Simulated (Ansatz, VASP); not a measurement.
## SnSe: VASP beside Ansatz

The input INCAR:

```
SYSTEM = SnSe
PREC     = Accurate       ! precision mode
ENCUT    = 500            ! plane-wave cutoff, eV
EDIFF    = 1E-6           ! SCF threshold, eV
ISMEAR   = -1             ! smearing method
SIGMA    = 0.05           ! smearing width, eV
LREAL    = .FALSE.        ! projectors in reciprocal space
LASPH    = .TRUE.         ! aspherical terms in the spheres
NELM     = 120            ! most SCF steps
ALGO     = Normal         ! electronic algorithm
ISIF     = 2              ! what is computed and relaxed
LWAVE    = .FALSE.        ! write WAVECAR
LCHARG   = .FALSE.        ! write CHGCAR
GGA      = PE             ! functional
NBANDS   = 17             ! bands
GGA_COMPAT= .FALSE.
```

Contents of KPOINTS:

```
regular mesh
0
G
  11 11 11
  0 0 0
```

The input POSCAR:

```
SnSe
1.0
    0.0000000000      2.7766551830      2.7766551830
    2.7766551830      0.0000000000      2.7766551830
    2.7766551830      2.7766551830      0.0000000000
Sn Se
1 1
Direct
    0.0000000000      0.0000000000      0.0000000000
    0.2500000000      0.2500000000      0.2500000000
```

Input for Ansatz:

```yaml
crystal:
  lattice:
    - [0.0, 2.776655183, 2.776655183]
    - [2.776655183, 0.0, 2.776655183]
    - [2.776655183, 2.776655183, 0.0]
  atoms:
    - { symbol: Sn, position: [0.0, 0.0, 0.0] }
    - { symbol: Se, position: [0.25, 0.25, 0.25] }
kpoints:
  mp_grid: { grid: [11, 11, 11] }
scf:
  occupations: { method: fermi_dirac, width: 0.05 }
hamiltonian:
  xc: pbe
  pseudopotentials: { kind: nc }
output:
  forces: true
  stress: true
  eigenvalues: true
```

Change from the starting cell: volume scaled by 0.55, norm-conserving files.

Alike in both runs: task single point; functional PBE; k mesh 11 × 11 × 11; occupations fermi-dirac, width 0.05 eV; no spin polarisation.

|  | VASP | Ansatz |
| --- | --- | --- |
| version | VASP 6.6.1 | Ansatz 0.2.0 |
| potentials or method | VASP PAW PBE potentials, release 64 (Sn_d, Se) | norm-conserving pseudopotentials, scalar-relativistic |
| plane-wave cutoff (eV) | 500 | 1170 |
| valence electrons in the cell | 20 | 30 |

|  | VASP | Ansatz | Ansatz less VASP |
| --- | --- | --- | --- |
| pressure (GPa) | 53.8 | 53.8 | -0.07 |

Both programs put the cell under a high pressure, so it lies far from rest at this level. VASP's potentials hold 20 valence electrons a cell and Ansatz's 30, so a difference there can come from the potentials and not from the codes.
